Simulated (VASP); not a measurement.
CoSi2, 24 atoms in the cell. The cell holds a disordered packing, 24 atoms: a = 7.420 Å, b = 7.177 Å, c = 6.754 Å, α = 88.85°, β = 91.99°, γ = 92.64°. 

* Program: VASP 6.6.1
* Task: single point
* Functional: PBE
* Potentials or basis: VASP PAW PBE potentials, release 64 (Si, Co)
* Cutoff: 400 eV
* k mesh: 1 × 1 × 1, shifted
* Occupations: fermi-dirac, width 0.05 eV
* Spin: no spin polarisation
* Dipole correction: no
* Mended: yes
* Further INCAR settings: LREAL = Auto; ALGO = Normal; EDIFF = 1e-06; NBANDS = 86; ISYM = -1

Potentials or basis: VASP PAW PBE potentials, release 64 (Si, Co).

Command:

```sh
$ cat potpaw_PBE.64/Si/POTCAR potpaw_PBE.64/Co/POTCAR > POTCAR
$ mpirun -np 1 vasp_std > vasp.out
```

Hardware: 1 thread of Intel(R) Xeon(R) 6975P-C (Granite Rapids), with other jobs on the host.

Task: Estimate the wall time of this run.

Result: It took 67 s on 1 thread of Intel(R) Xeon(R) 6975P-C (Granite Rapids) (shared host), peak memory 0.3 GiB. Counts: scf iterations 26, k points 1.
